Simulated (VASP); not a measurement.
Crystal: KBe7.

```xyz
8
Lattice="2.7855 0.0000 0.0000 0.0000 3.9394 0.0000 0.0000 0.0000 11.1422" Properties=species:S:1:pos:R:3 pbc="T T T"
K     0.0000    0.0000    0.0000
Be    1.3928    1.9697    9.7494
Be    0.0000    0.0000    8.3566
Be    1.3928    1.9697    6.9639
Be    0.0000    0.0000    5.5711
Be    1.3928    1.9697    4.1783
Be    0.0000    0.0000    2.7855
Be    1.3928    1.9697    1.3928
```

```yaml
Program: VASP 6.6.1
Task: relaxation of cell and atoms
Functional: PBE
Potentials_or_basis: VASP PAW PBE potentials, release 64 (K_sv, Be)
Cutoff: 600 eV
k_mesh: 6 × 4 × 2
Occupations: gaussian, width 0.1 eV
Spin: no spin polarisation
```

At the start: pressure -11.3 GPa; volume 15.28 Å³/atom.

Where does the relaxation end?

Over 32 steps the energy falls by 776.8 meV/atom and the volume is 11.15 Å³/atom (-27.0 %); space group Pmmm (No. 47, to 0.1 Å) before and after.

Step by step:
```csv
step,energy change (eV),largest force (eV/Å),pressure (GPa),volume (Å³)
1,0.0000,1.9047,-11.31,122.27
2,-1.6902,2.1544,-6.85,104.08
3,-2.5281,2.4286,5.45,86.37
4,-3.5862,2.0929,6.31,85.70
5,-3.7849,3.3530,14.49,83.39
6,-4.4108,1.5579,8.61,84.62
7,-5.0953,1.4396,4.62,87.75
8,-5.7508,1.1318,-1.10,94.50
9,-5.7608,1.0925,-1.54,95.30
10,-5.8935,0.7564,-1.19,94.09
11,-5.9998,0.6123,0.87,90.49
12,-6.0257,0.2533,0.04,91.56
13,-6.0259,0.2566,-0.04,91.69
14,-6.0475,0.2058,-0.16,91.46
15,-6.0678,0.0986,-0.24,90.95
16,-6.0682,0.1108,-0.25,91.06
17,-6.0840,0.0962,-0.04,90.66
18,-6.0876,0.0809,0.11,90.38
19,-6.0919,0.0310,0.56,89.82
20,-6.1172,0.1642,1.55,88.61
21,-6.1566,0.3477,3.45,85.90
22,-6.1586,0.3301,2.70,86.93
23,-6.1618,0.3426,3.08,86.36
24,-6.1736,0.2979,2.75,86.58
25,-6.1825,0.2721,2.16,86.99
26,-6.1918,0.2284,1.74,87.41
27,-6.2092,0.1141,0.50,88.69
28,-6.1989,0.1348,-1.72,91.27
29,-6.2122,0.0668,-0.28,89.54
30,-6.2122,0.0698,-0.24,89.49
31,-6.2131,0.0595,-0.19,89.42
32,-6.2141,0.0313,-0.04,89.23
```

Final structure:
```
K Be
1.0
     2.44951    0.00000    0.00000
     0.00000    2.89027    0.00000
     0.00000    0.00000   12.60315
K Be
1 7
Direct
  0.00000 0.00000 0.00000
  0.50000 0.50000 0.78120
  0.00000 0.00000 0.69082
  0.50000 0.50000 0.59722
  0.00000 0.00000 0.50000
  0.50000 0.50000 0.40278
  0.00000 0.00000 0.30918
  0.50000 0.50000 0.21880
```

Caveat: the k points lie up to 0.54 Å⁻¹ apart in the final cell, too coarse for converged energies and pressures of a metal; the volume moved by over 15 % at a fixed basis, so the end points are rough.
